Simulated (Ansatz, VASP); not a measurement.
## BaTiO3: VASP beside Ansatz

```
Ba Ti O
1.0
     3.98550    0.00000    0.00000
     0.00000    2.83690    2.84515
     0.00000   -2.83690    2.84515
Ba Ti O
1 1 3
Direct
  0.00000 0.00000 0.00000
  0.50000 0.51240 0.51240
  0.00000 0.48740 0.48740
  0.50000 0.50524 0.99184
  0.50000 0.99184 0.50524
```

Alike in both runs: task single point; functional PBEsol; k mesh 4 × 4 × 4; no spin polarisation; Hubbard terms Ti d U = 2.0 eV.

```csv
,VASP,Ansatz
version,VASP 6.6.1,Ansatz 0.2.0
potentials or method,"VASP PAW PBE potentials, release 64 (Ba_sv, Ti_sv, O)","plane waves, PAW"
plane-wave cutoff (eV),520,420
occupations,"gaussian, width 0.01 eV",fixed
valence electrons in the cell,40,40
```

VASP gave:

```
gap on the k mesh at the Fermi level (eV) : 2.01
```

Question: Estimate Ansatz's values.

Answer: gap on the k mesh at the Fermi level (eV): 2.06.

VASP's potentials were made for PBE, not for PBEsol. The programs project onto different local orbitals, so the same U acts differently, and such runs can settle in different states.

Neither program's run includes spin-orbit coupling.
